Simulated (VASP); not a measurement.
A run of VASP 6.6.1 is set up as follows.

Contents of INCAR:

```
SYSTEM = B4Au
PREC = Accurate ; ENCUT = 520
EDIFF = 1E-7 ; ISMEAR = 0
SIGMA = 0.1 ; LREAL = .FALSE.
LASPH = .TRUE. ; NELM = 100
ALGO = Normal ; ISIF = 2
LWAVE = .FALSE. ; LCHARG = .TRUE.
GGA = PE ; LELF = .TRUE.
LVHAR = .TRUE. ; NBANDS = 34
```

File KPOINTS:

```
Automatic mesh
0
G
  6 4 4
  0 0 0
```

File POSCAR:

```
B4Au
1.0
   -3.1982884040      0.0566196913     -0.1064278653
   -0.1726226827      4.8136430115     -0.2442156702
   -0.0840541168      0.7003251171     -6.2920948989
B Au
8 2
Direct
    0.6027240410      0.0862793126      0.9644709533
    0.3091502663      0.0951513253      0.5525149292
    0.8596186047      0.8925668360      0.1942144689
    0.8135482014      0.1108163155      0.6875721667
    0.0786586483      0.6176237120      0.0673174896
    0.0853845330      0.4567903090      0.5566521423
    0.1172709794      0.9560073431      0.9403172860
    0.0261411072      0.8319218427      0.4568920151
    0.5671595328      0.4181083163      0.2724438323
    0.5403440858      0.5347346873      0.8076047164
```

Potentials or basis: VASP PAW PBE potentials, release 64 (B, Au).

Command:

```console
$ cat potpaw_PBE.64/B/POTCAR potpaw_PBE.64/Au/POTCAR > POTCAR
$ mpirun -np 1 vasp_std > vasp.out
```

Q: What does it give for the largest force?

A: 0.058 eV/Å.

Q: What does it give for the pressure?

A: 0.1 GPa.

Q: Predict the band gap on the k mesh.

A: Zero (band 23 reaches 8.00 eV, above the bottom of band 24 at 6.90 eV).

Stress tensor (GPa, compression positive):
```
 0.06 -0.06  0.08
-0.06  0.08 -0.16
 0.08 -0.16  0.02
```

Caveat: spin-orbit coupling is left out, which moves the levels of the heavy elements.
